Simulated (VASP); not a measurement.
**BAs: single point with PBE**

The system is BAs.

```
B As
1.0
     0.00000    2.38051    2.41617
     2.38051    0.00000    2.41617
     2.38051    2.38051    0.00000
B As
1 1
Direct
  0.00000 0.00000 0.00000
  0.25000 0.25000 0.25000
```

```
Program             : VASP 6.6.1
Task                : single point
Functional          : PBE
Potentials or basis : VASP PAW PBE potentials, release 64 (B, As)
Cutoff              : 500 eV
k mesh              : 8 × 8 × 8
Occupations         : gaussian, width 0.01 eV
Spin                : no spin polarisation
```

```
Pressure               : 2.7 GPa
Band gap on the k mesh : 1.08 eV (least direct gap 3.19 eV)
```

Stress tensor (GPa, compression positive):
```
3.77 0.00 0.00
0.00 3.77 0.00
0.00 0.00 0.65
```

Levels at points of the mesh, in eV from the valence-band top:
| k point | band 2 | band 3 | band 4 | band 5 | band 6 | band 7 |
| --- | --- | --- | --- | --- | --- | --- |
| (0.00, 0.00, 0.00) | -0.15 | 0.00 | 0.00 | 3.19 | 3.19 | 3.29 |
| (0.50, 0.00, 0.00) | -8.80 | -1.95 | -1.77 | 2.60 | 4.68 | 4.79 |
| (0.50, 0.50, 0.00) | -8.63 | -4.01 | -4.01 | 1.50 | 1.52 | 11.26 |
| (0.50, 0.00, 0.50) | -8.51 | -4.17 | -4.14 | 1.33 | 1.34 | 11.16 |

It took 33 s on 1 thread of Intel Xeon 8259CL, with other jobs on the host, peak memory 0.16 GiB.

A k mesh can miss the band edges.
